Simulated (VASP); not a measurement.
# ZnS (P1) in VASP: single point with PBE

Aim: the single point of ZnS with PBE.

Program: VASP 6.6.1. These are calculated values, not measurements. Logs are shortened: lines on timing, memory, paths and dates and some standing lists are left out, and cuts for length are marked.

### Step 1. The cell of the first run

The typed cell holds 8 atoms: a = 3.849 Å, b = 3.849 Å, c = 10.896 Å, α = 91.69°, β = 88.31°, γ = 90.00°.

### Step 2. Single point, PBE (the part above a cut slid along it)

The input, INCAR:

```
SYSTEM = ZnS
PREC     = Accurate       ! precision mode
ENCUT    = 520            ! plane-wave cutoff, eV
EDIFF    = 1E-7           ! SCF threshold, eV
ISMEAR   = 0              ! smearing method
SIGMA    = 0.05           ! smearing width, eV
LREAL    = .False.        ! projectors in reciprocal space
LASPH    = .True.         ! aspherical terms in the spheres
NELM     = 100            ! most SCF steps
ALGO     = Normal         ! electronic algorithm
ISIF     = 2              ! what is computed and relaxed
LWAVE    = .False.        ! write WAVECAR
LCHARG   = .False.        ! write CHGCAR
GGA      = PE             ! functional
NBANDS   = 46             ! bands
```

The input, KPOINTS:

```
Automatic mesh
0
Gamma
  7 7 3
  0 0 0
```

The input, POSCAR:

```
ZnS
1.0
   -2.7215639849     -2.7215639849      0.0000000000
    2.7215639849     -2.7215639849      0.0000000000
   -0.4534125599      0.0000000000     10.8862559397
Zn S
4 4
Direct
   -0.0780937500      1.0780937500      0.9375000000
    0.4843812500      0.5156187500      0.1875000000
   -0.0364437500      0.0364437500      0.4375000000
    0.4427312500      0.5572687500      0.6875000000
    0.4739687500      0.0260312500      0.3125000000
   -0.0468562500      0.5468562500      0.5625000000
    0.4323187500      0.0676812500      0.8125000000
   -0.0052062500      0.5052062500      0.0625000000
```

Potentials or basis: VASP PAW PBE potentials, release 64 (Zn, S).

On the command line:

```sh
cat potpaw_PBE.64/Zn/POTCAR potpaw_PBE.64/S/POTCAR > POTCAR
mpirun -np 1 vasp_std > vasp.out
```

OUTCAR:

```text
SYSTEM = ZnS
   PREC = Accurate
   ENCUT = 520
   EDIFF = 1E-7
   ISMEAR = 0
   LREAL = .False.
   LASPH = .True.
   NELM = 100
   ISIF = 2
   GGA = PE

 ion  position               nearest neighbor table
   1  0.922  0.078  0.938-   8 2.13   7 2.36   7 2.36   8 2.64
   2  0.484  0.516  0.188-   8 2.36   5 2.36   5 2.36   8 2.36
   3  0.964  0.036  0.438-   5 2.36   6 2.36   6 2.36   5 2.36
   4  0.443  0.557  0.688-   6 2.36   7 2.36   6 2.36   7 2.36
   5  0.474  0.026  0.312-   3 2.36   2 2.36   2 2.36   3 2.36
   6  0.953  0.547  0.562-   3 2.36   4 2.36   3 2.36   4 2.36
   7  0.432  0.068  0.812-   4 2.36   1 2.36   1 2.36   4 2.36
   8  0.995  0.505  0.062-   1 2.13   2 2.36   2 2.36   1 2.64

  LATTYP: Found a base centered monoclinic cell.
 ALAT       =     5.4431279698
 B/A-ratio  =     1.0000000000
 C/A-ratio  =     2.0017339709
 COS(beta)  =    -0.0416139213

  Lattice vectors:

 A1 = (   2.7215639849,  -2.7215639849,   0.0000000000)
 A2 = (   2.7215639849,   2.7215639849,   0.0000000000)
 A3 = (  -0.4534125599,   0.0000000000,  10.8862559397)

Analysis of symmetry for initial positions (statically):
=====================================================================
 Subroutine PRICEL returns:
 Original cell was already a primitive cell.

 Routine SETGRP: Setting up the symmetry group for a
 base centered monoclinic supercell.

 Subroutine GETGRP returns: Found  1 space group operations
 (whereof  1 operations were pure point group operations)
 out of a pool of  4 trial point group operations.

The static configuration has the point symmetry C_1 .

Analysis of symmetry for dynamics (positions and initial velocities):
=====================================================================
 Subroutine PRICEL returns:
 Original cell was already a primitive cell.

 Routine SETGRP: Setting up the symmetry group for a
 base centered monoclinic supercell.

 Subroutine GETGRP returns: Found  1 space group operations
 (whereof  1 operations were pure point group operations)
 out of a pool of  4 trial point group operations.

The dynamic configuration has the point symmetry C_1 .

 Subroutine INISYM returns: Found  1 space group operations
 (whereof  1 operations are pure point group operations),
 and found     1 'primitive' translations

----------------------------------------------------------------------------------------

                                     Primitive cell

  volume of cell :     161.2670

  direct lattice vectors                    reciprocal lattice vectors
    -2.721563985 -2.721563985  0.000000000    -0.183717893 -0.183717893 -0.007651850
     2.721563985 -2.721563985  0.000000000     0.183717893 -0.183717893  0.007651850
    -0.453412560  0.000000000 10.886255940     0.000000000  0.000000000  0.091858946

  length of vectors
     3.848872698  3.848872698 10.895694165     0.259928988  0.259928988  0.091858946

  position of ions in fractional coordinates (direct lattice)
     0.921906250  0.078093750  0.937500000
     0.484381250  0.515618750  0.187500000
     0.963556250  0.036443750  0.437500000
     0.442731250  0.557268750  0.687500000
     0.473968750  0.026031250  0.312500000
     0.953143750  0.546856250  0.562500000
     0.432318750  0.067681250  0.812500000
     0.994793750  0.505206250  0.062500000

  ion indices of the primitive-cell ions
   primitive index   ion index
                 1           1
                 2           2
                 3           3
                 4           4
                 5           5
                 6           6
                 7           7
                 8           8

----------------------------------------------------------------------------------------

 KPOINTS: Automatic mesh

Automatic generation of k-mesh.
 Grid dimensions read from file:
 generate k-points for:    7    7    3

 Generating k-lattice:

  Cartesian coordinates                     Fractional coordinates (reciprocal lattice)
    -0.026245413 -0.026245413 -0.001093121     0.142857143  0.000000000  0.000000000
     0.026245413 -0.026245413  0.001093121     0.000000000  0.142857143  0.000000000
     0.000000000  0.000000000  0.030619649     0.000000000  0.000000000  0.333333333

  Length of vectors
     0.037132713  0.037132713  0.030619649

  Shift w.r.t. Gamma in fractional coordinates (k-lattice)
     0.000000000  0.000000000  0.000000000

 Subroutine IBZKPT returns following result:
 ===========================================

 Found     74 irreducible k-points:

 Following reciprocal coordinates:
            Coordinates               Weight
  0.000000  0.000000  0.000000      1.000000
  0.142857  0.000000  0.000000      2.000000
  0.000000  0.142857  0.000000      2.000000
  0.285714  0.000000 -0.000000      2.000000
  0.000000  0.285714  0.000000      2.000000
  0.428571  0.000000  0.000000      2.000000
[... 16 lines left out ...]
 -0.285714  0.285714  0.000000      2.000000
  0.428571  0.428571  0.000000      2.000000
 [... further k-points ...]
   k-points           NKPTS =     74   k-points in BZ     NKDIM =     74   number of bands    NBANDS=     46
   number of dos      NEDOS =    301   number of ions     NIONS =      8
   total plane-waves  NPLWV =  75600
   dimension x,y,z NGX =    30 NGY =   30 NGZ =   84
   dimension x,y,z NGXF=    60 NGYF=   60 NGZF=  168
   ions per type =               4   4
   NGX,Y,Z   is equivalent  to a cutoff of  12.96, 12.96, 12.82 a.u.
   NGXF,Y,Z  is equivalent  to a cutoff of  25.92, 25.92, 25.63 a.u.
 SYSTEM =  ZnS
   PREC   = accura    normal or accurate (medium, high low for compatibility)
   ISTART =      0    job   : 0-new  1-cont  2-samecut
   ICHARG =      2    charge: 1-file 2-atom 10-const
   ISPIN  =      1    spin polarized calculation?
   LNONCOLLINEAR =      F non collinear calculations
   LSORBIT =      F    spin-orbit coupling
   LASPH  =      T    aspherical Exc in radial PAW
   ENCUT  =  520.0 eV  38.22 Ry    6.18 a.u.   7.16  7.16 20.26*2*pi/ulx,y,z
   NELM   =    100;   NELMIN=  2; NELMDL= -5     # of ELM steps
   EDIFF  = 0.1E-06   stopping-criterion for ELM
   LREAL  =      F    real-space projection
   EDIFFG = 0.1E-05   stopping-criterion for IOM
   NSW    =      0    number of steps for IOM
   IBRION =     -1    ionic relax: 0-MD 1-quasi-New 2-CG
   NFREE  =      0    steps in history (QN), initial steepest desc. (CG)
   ISIF   =      2    stress and relaxation
   ISYM   =      2    0-nonsym 1-usesym 2-fastsym
   POTIM  = 0.5000    time-step for ionic-motion
   TEBEG  =    0.0;   TEEND  =   0.0 temperature during run
   PSTRESS=    0.0 pullay stress
   NELECT =      72.0000    total number of electrons
   NUPDOWN=      -1.0000    fix difference up-down
   EMIN   =  10.00;   EMAX   =-10.00  energy-range for DOS
   EFERMI =   0.00;   METHOD = LEGACY
   ISMEAR =     0;   SIGMA  =   0.05  broadening in eV -4-tet -1-fermi 0-gaus
   EFERMI_NEDOS =   21; number of points for ismear=-14 and -15
   IALGO  =     38    algorithm
   IMIX   =      4    mixing-type and parameters
     AMIX     =   0.40;   BMIX     =  1.00
     AMIX_MAG =   1.60;   BMIX_MAG =  1.00
  volume/ion in A,a.u.               =      20.16       136.04
  Fermi-wavevector in a.u.,A,eV,Ry     =   1.251230  2.364482 21.300959  1.565576
  Thomas-Fermi vector in A             =   2.385187
   LORBIT       =      0    0 simple, 1 ext, 2 COOP (PROOUT), +10 PAW based schemes
   GGA     = PE    functional components
   LHFCALC =     F    Hartree Fock is set to
   AEXX    =    0.0000 exact exchange contribution
   IVDW    =     0    specifies the selected vdW correction
   LEPSILON=     F    determine dielectric tensor
   LRPA    =     F    only Hartree local field effects (RPA)
 non-spin polarized calculation
 Gauss-broadening in eV      SIGMA  =   0.05
  energy-cutoff  :      520.00
  volume of cell :      161.27
 maximum number of plane-waves:      4367
 NGX is ok and might be reduce to    30
   NGX = 15   NGY = 15   NGZ = 41

 number of electron      72.0000040 magnetization

 Free energy of the ion-electron system (eV)
  ---------------------------------------------------
  ext. energy  EPLUGINS =         0.00000000
  ---------------------------------------------------
  free energy    TOTEN  =       -27.06730039 eV

  energy without entropy =      -27.06730039  energy(sigma->0) =      -27.06730039

 E-fermi :   2.2279     XC(G=0):  -9.5269

 val. band max:        2.0104337698   @ k =   0.0000   0.0000   0.0000
 cond. band min:       3.9016811526   @ k =   0.0000   0.0000   0.0000
 fundamental gap:      1.8912473828
 Fermi energy:         2.2278592930

 k-point     1 :       0.0000    0.0000    0.0000
  band No.  band energies     occupation
      1     -11.1137      2.00000
      2     -10.5799      2.00000
      3     -10.5495      2.00000
      4      -9.9118      2.00000
      5      -4.5787      2.00000
      6      -4.4525      2.00000
[... 38 lines left out ...]
     45       8.4358      0.00000
     46       8.6160      0.00000

 k-point     2 :       0.1429    0.0000    0.0000
  band No.  band energies     occupation
      1     -11.0154      2.00000
      2     -10.5239      2.00000
      3     -10.4840      2.00000
      4      -9.9133      2.00000
      5      -4.5516      2.00000
      6      -4.4290      2.00000
[... 38 lines left out ...]
     45       8.4825      0.00000
     46       8.7923      0.00000

 k-point     3 :       0.0000    0.1429    0.0000
  band No.  band energies     occupation
      1     -11.0176      2.00000
      2     -10.5325      2.00000
      3     -10.4769      2.00000
      4      -9.9127      2.00000
      5      -4.5622      2.00000
      6      -4.4262      2.00000
[... 1018 lines left out ...]
     45       9.1076      0.00000
     46       9.3201      0.00000

 k-point    24 :       0.4286    0.4286    0.0000
  band No.  band energies     occupation
      1     -10.0436      2.00000
      2      -9.9538      2.00000
      3      -9.9336      2.00000
      4      -9.8998      2.00000
      5      -4.4340      2.00000
      6      -4.4106      2.00000
[... 38 lines left out ...]
     45       9.3493      0.00000
     46       9.4597      0.00000

 [... further k-points ...]

------------------------ aborting loop because EDIFF is reached ----------------------------------------

  FORCE on cell =-STRESS in cart. coord.  units (eV):
  Direction    XX          YY          ZZ          XY          YZ          ZX
  --------------------------------------------------------------------------------------
  -------------------------------------------------------------------------------------
  Total        0.4418139      1.1878309      1.6540471     -0.7569036     -1.3422596      2.5450265
  in kB        4.3893917     11.8010208     16.4328474     -7.5197862    -13.3352593     25.2846684
  external PRESSURE =      10.8744200 kB  Pullay stress =       0.0000000 kB

 VOLUME and BASIS-vectors are now :
 -----------------------------------------------------------------------------
  energy-cutoff  :      520.00
  volume of cell :      161.27
      direct lattice vectors                 reciprocal lattice vectors
    -2.721563985 -2.721563985  0.000000000    -0.183717893 -0.183717893 -0.007651850
     2.721563985 -2.721563985  0.000000000     0.183717893 -0.183717893  0.007651850
    -0.453412560  0.000000000 10.886255940     0.000000000  0.000000000  0.091858946

 POSITION                                       TOTAL-FORCE (eV/Angst)
 -----------------------------------------------------------------------------------
     -2.72156     -2.72156     10.20586        -1.020147      1.147561     -0.871802
     -0.00000     -2.72156      2.04117        -0.080536     -0.065781      0.018598
     -2.72156     -2.72156      4.76274        -0.006218     -0.010882     -0.015105
     -0.00000     -2.72156      7.48430         0.016411     -0.062460     -0.030530
     -1.36078     -1.36078      3.40195         0.020837      0.061649      0.019785
     -1.36078     -4.08235      6.12352        -0.029455      0.009378      0.015498
     -1.36078     -1.36078      8.84508        -0.408940      0.049648     -0.060245
     -1.36078     -4.08235      0.68039         1.508049     -1.129114      0.923801
 -----------------------------------------------------------------------------------
    total drift:                                0.000228      0.000409     -0.000050

  FREE ENERGIE OF THE ION-ELECTRON SYSTEM (eV)
  ---------------------------------------------------
  free  energy   TOTEN  =       -27.0673003879 eV

  energy  without entropy=      -27.0673003879  energy(sigma->0) =      -27.06730039
```

It took 7.9 min on 1 thread of Intel Xeon Platinum 8488C (Sapphire Rapids), shared host; peak memory 0.53 GiB.

What came out:

* Free energy: -27.0673 eV
* Pressure: 1.1 GPa
* Largest force: 2.098 eV/Å
* Band gap on the k mesh: 1.89 eV

Forces in eV/Å, atoms in the order of the input:
```
Zn  -1.020  1.148 -0.872
Zn  -0.081 -0.066  0.019
Zn  -0.006 -0.011 -0.015
Zn   0.016 -0.062 -0.031
S    0.021  0.062  0.020
S   -0.029  0.009  0.015
S   -0.409  0.050 -0.060
S    1.508 -1.129  0.924
```

Caveat: the cell differs from its parent crystal (the part above a cut slid along it); forces of over 1 eV/Å act on the atoms, so gaps and moduli don't describe the material at rest.
